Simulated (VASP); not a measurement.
Here is a VASP 6.6.1 calculation.

INCAR

```
SYSTEM = BiTe
ALGO = Normal ; EDIFF = 1E-6
ENCUT = 520 ; GGA = PE
ISIF = 2 ; ISMEAR = -1
LASPH = .True. ; LCHARG = .False.
LREAL = .False. ; LWAVE = .False.
NBANDS = 18 ; NELM = 100
PREC = Accurate ; SIGMA = 0.05
```

Contents of KPOINTS:

```
k-points
0
Gamma
  7 7 7
  0 0 0
```

The input POSCAR:

```
BiTe
1.0
    2.3899644647      1.3798466271      3.2724581889
   -2.3899644647      1.3798466271      3.2724581889
    0.0000000000     -2.7596932542      3.2724581889
Bi Te
1 1
Direct
    0.5000000000      0.5000000000      0.5000000000
    0.0000000000      0.0000000000      0.0000000000
```

Potentials or basis: VASP PAW PBE potentials, release 64 (Bi_d, Te).

Run with:

```console
$ cat potpaw_PBE.64/Bi_d/POTCAR potpaw_PBE.64/Te/POTCAR > POTCAR
$ mpirun -np 1 vasp_std > vasp.out
```

(1) Predict the pressure.

## Answers

(1) 2.2 GPa.
